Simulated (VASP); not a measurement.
Wanted: the native input for a VASP 6.6.1 run.

| Item | Value |
| --- | --- |
| Task | single point |
| Functional | PBE |
| Potentials or basis | VASP PAW PBE potentials, release 64 (Na_pv, H) |
| Cutoff | 520 eV |
| k mesh | 8 × 8 × 8 |
| Occupations | gaussian, width 0.01 eV |
| Spin | no spin polarisation |
| Dipole correction | no |
| Further INCAR settings | ALGO = Normal; EDIFF = 1e-07; NBANDS = 11 |

The structure of NaH lies in POSCAR:

```
NaH
1.0
    0.0000000000      2.4400000000      2.4400000000
    2.4400000000      0.0000000000      2.4400000000
    2.4400000000      2.4400000000      0.0000000000
Na H
1 1
Direct
    0.0000000000      0.0000000000      0.0000000000
    0.5000000000      0.5000000000      0.5000000000
```

These files were run (other wordings do the same):

INCAR

```
PREC = Accurate ; ENCUT = 520
EDIFF = 1E-7 ; ISMEAR = 0
SIGMA = 0.01 ; LREAL = F
LASPH = T ; NELM = 80
ALGO = Normal ; ISIF = 2
LWAVE = F ; LCHARG = F
GGA = PE ; NBANDS = 11
```

KPOINTS

```
Automatic mesh
0
Gamma
  8 8 8
```

Potentials or basis: VASP PAW PBE potentials, release 64 (Na_pv, H).

Command:

```sh
$ cat potpaw_PBE.64/Na_pv/POTCAR potpaw_PBE.64/H/POTCAR > POTCAR
$ mpirun -np 1 vasp_std > vasp.out
```

Results of the run:

```yaml
Pressure: -0.7 GPa
Band_gap_on_the_k_mesh: 3.71 eV, indirect (least direct gap 4.55 eV)
```

Run time: 9.8 s on 1 thread of Intel(R) Xeon(R) Platinum 8175M CPU @ 2.50GHz (Skylake/Cascade Lake), with other jobs on the host, peak memory 0.15 GiB.
